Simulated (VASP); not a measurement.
# HRh6 in VASP: a series of runs, part 2 of 2

VASP 6.6.1. The steps go on from the part before.

### Step 4. Single point, PBE

The input, INCAR:

```
SYSTEM = HRh6
  ALGO = Normal
  DIPOL = 0.5 0.5 0.295
  EDIFF = 1E-6
  ENCUT = 520
  GGA = PE
  IDIPOL = 3
  ISIF = 2
  ISMEAR = 0
  LASPH = .TRUE.
  LCHARG = .FALSE.
  LDIPOL = .TRUE.
  LREAL = .FALSE.
  LWAVE = .FALSE.
  NBANDS = 104
  NELM = 100
  PREC = Accurate
  SIGMA = 0.1
```

The input, KPOINTS:

```
k-points
0
G
  5 5 1
  0 0 0
```

The input, POSCAR:

```
HRh6
1.0
    5.4163401145      0.0000000000      0.0000000000
    0.0000000000      5.4163401145      0.0000000000
    0.0000000000      0.0000000000     21.6737367085
Rh H
12 2
Direct
    0.2500000000      0.2500000000      0.1845551625
    0.2500000000      0.7500000000      0.1845551625
    0.7500000000      0.2500000000      0.1845551625
    0.7500000000      0.7500000000      0.1845551625
    0.0000000000      0.0000000000      0.2693761947
    0.0000000000      0.5000000000      0.2693761947
    0.5000000000      0.0000000000      0.2693761947
    0.5000000000      0.5000000000      0.2693761947
    0.2500000000      0.2500000000      0.3540569313
    0.2500000000      0.7500000000      0.3540569313
    0.7500000000      0.2500000000      0.3540569313
    0.7500000000      0.7500000000      0.3540569313
    0.3619916800      0.5000000000      0.4486414521
    0.6380083200      0.5000000000      0.4486414521
```

Command:

```sh
$ cat potpaw_PBE.64/Rh_pv/POTCAR potpaw_PBE.64/H/POTCAR > POTCAR
$ mpirun -np 1 vasp_std > vasp.out
```

It took 26 min on 1 thread of Intel Xeon Platinum 8259CL at 2.50GHz (Skylake/Cascade Lake), shared host; peak memory 0.78 GiB.

Results (log left out):

| Quantity | Value |
| --- | --- |
| Free energy | -83.6821 eV |
| Largest force | 1.785 eV/Å |
| Band gap on the k mesh | zero (bands 91 and 92 overlap by 0.72 eV) |

Forces in eV/Å, atoms in the order of the input:
```
Rh  -0.019  0.016  0.016
Rh  -0.019 -0.016  0.016
Rh   0.019  0.016  0.016
Rh   0.019 -0.016  0.016
Rh   0.000  0.000  0.307
Rh   0.000  0.000 -0.262
Rh   0.000  0.000 -0.023
Rh   0.000  0.000 -0.165
Rh   0.101  0.236  0.582
Rh   0.101 -0.236  0.582
Rh  -0.101  0.236  0.582
Rh  -0.101 -0.236  0.582
H    1.385  0.000 -1.126
H   -1.385  0.000 -1.126
```

Levels at points of the mesh, in eV from the Fermi level:
| k point | band 87 | band 88 | band 89 | band 90 | band 91 | band 92 | band 93 | band 94 | band 95 | band 96 |
| --- | --- | --- | --- | --- | --- | --- | --- | --- | --- | --- |
| (0.00, 0.00, 0.00) | 0.09 | 0.23 | 0.29 | 0.35 | 0.35 | 0.54 | 0.57 | 0.66 | 0.68 | 0.68 |

### Step 5. Single point, PBE

The input, INCAR:

```
ALGO     = Normal         # electronic algorithm
DIPOL    = 0.5 0.5 0.305
EDIFF    = 1E-6           # SCF threshold, eV
ENCUT    = 520            # plane-wave cutoff, eV
GGA      = PE             # functional
IDIPOL   = 3            
ISIF     = 2              # what is computed and relaxed
ISMEAR   = 0              # smearing method
LASPH    = True           # aspherical terms in the spheres
LCHARG   = False          # write CHGCAR
LDIPOL   = True         
LREAL    = False          # projectors in reciprocal space
LWAVE    = False          # write WAVECAR
NBANDS   = 104            # bands
NELM     = 60             # most SCF steps
PREC     = Accurate       # precision mode
SIGMA    = 0.1            # smearing width, eV
```

The input, KPOINTS:

```
k-points
0
Gamma
  5 5 1
```

POSCAR, as its differences from that of step 4:

```diff
@@ -20,3 +20,3 @@
     0.7500000000      0.7500000000      0.3540569313
-    0.3619916800      0.5000000000      0.4486414521
-    0.6380083200      0.5000000000      0.4486414521
+    0.4399963826      0.5000000000      0.5201565775
+    0.5600036174      0.5000000000      0.5201565775
```

Command:

```sh
$ cat potpaw_PBE.64/Rh_pv/POTCAR potpaw_PBE.64/H/POTCAR > POTCAR
$ mpirun -np 1 vasp_std > vasp.out
```

Run time: 25 min. Hardware: 1 thread of Intel Xeon Platinum 8488C (Sapphire Rapids), shared host; peak memory 0.78 GiB.

It converged, with:

```yaml
Free_energy: -85.2110 eV
Largest_force: 4.889 eV/Å
Band_gap_on_the_k_mesh: zero (bands 91 and 92 overlap by 0.71 eV)
```

Forces on the atoms (eV/Å):
```
Rh  -0.001  0.000  0.034
Rh  -0.001  0.000  0.034
Rh   0.001  0.000  0.034
Rh   0.001  0.000  0.034
Rh   0.000  0.000 -0.023
Rh   0.000  0.000 -0.025
Rh   0.000  0.000 -0.026
Rh   0.000  0.000 -0.023
Rh  -0.003 -0.002 -0.014
Rh  -0.003  0.002 -0.014
Rh   0.003 -0.002 -0.014
Rh   0.003  0.002 -0.014
H   -4.889  0.000  0.007
H    4.889  0.000  0.007
```

Levels at points of the mesh, in eV from the Fermi level:
| k point | band 87 | band 88 | band 89 | band 90 | band 91 | band 92 | band 93 | band 94 |
| --- | --- | --- | --- | --- | --- | --- | --- | --- |
| (0.00, 0.00, 0.00) | 0.11 | 0.22 | 0.30 | 0.35 | 0.35 | 0.43 | 0.56 | 0.56 |

### Step 6. Single point, PBE

The input, INCAR:

```
SYSTEM = HRh6
ALGO = Normal
DIPOL = 0.5 0.5 0.291
EDIFF = 1E-7
ENCUT = 520
GGA = PE
IDIPOL = 3
ISIF = 2
ISMEAR = 0
LASPH = .TRUE.
LCHARG = .FALSE.
LDIPOL = .TRUE.
LREAL = .FALSE.
LWAVE = .FALSE.
NBANDS = 104
NELM = 80
PREC = Accurate
SIGMA = 0.1
```

The input, KPOINTS:

```
k-points
0
G
  5 5 1
  0 0 0
```

POSCAR, as its differences from that of step 5:

```diff
@@ -20,3 +20,3 @@
     0.7500000000      0.7500000000      0.3540569313
-    0.4399963826      0.5000000000      0.5201565775
-    0.5600036174      0.5000000000      0.5201565775
+    0.3293127868      0.5000000000      0.4191126261
+    0.6706872132      0.5000000000      0.4191126261
```

Potentials or basis: VASP PAW PBE potentials, release 64 (Rh_pv, H).

Command:

```sh
$ cat potpaw_PBE.64/Rh_pv/POTCAR potpaw_PBE.64/H/POTCAR > POTCAR
$ mpirun -np 1 vasp_std > vasp.out
```

Wall time 17 min (1 thread of Intel Xeon 6975P-C (Granite Rapids), shared host); peak memory 0.78 GiB.

It converged, with:

```yaml
Free_energy: -85.6189 eV
Largest_force: 1.543 eV/Å
Band_gap_on_the_k_mesh: zero (bands 91 and 92 overlap by 0.71 eV)
```

Forces in eV/Å, atoms in the order of the input:
```
Rh   0.005  0.055 -0.051
Rh   0.005 -0.055 -0.051
Rh  -0.005  0.055 -0.051
Rh  -0.005 -0.055 -0.051
Rh   0.000  0.000  0.322
Rh   0.000  0.000 -0.227
Rh   0.000  0.000  0.083
Rh   0.000  0.000 -0.268
Rh   0.238  0.522  0.785
Rh   0.238 -0.522  0.785
Rh  -0.238  0.522  0.785
Rh  -0.238 -0.522  0.785
H   -0.597  0.000 -1.423
H    0.597  0.000 -1.423
```

Levels at points of the mesh, in eV from the Fermi level:
```
           k point  band 89  band 90  band 91  band 92  band 93  band 94
(0.00, 0.00, 0.00)     0.28     0.33     0.34     0.52     0.55     0.64
```

### Step 7. Summary

```csv
cell,gap on the mesh (eV),largest force (eV/Å)
"as given, atomic positions A",none,4.12
"as given, atomic positions B",none,1.41
"as given, atomic positions C",none,1.78
"as given, atomic positions D",none,4.89
"as given, atomic positions E",none,1.54
```

Alike in all rows: task single point; level PBE; potentials or basis VASP PAW PBE potentials, release 64 (Rh_pv, H); no spin polarisation; k mesh 5 × 5 × 1; cutoff (eV) 520; smearing gaussian 0.1 eV.

Total energies depend on the potentials used, so only differences within one code and one set of settings carry meaning.
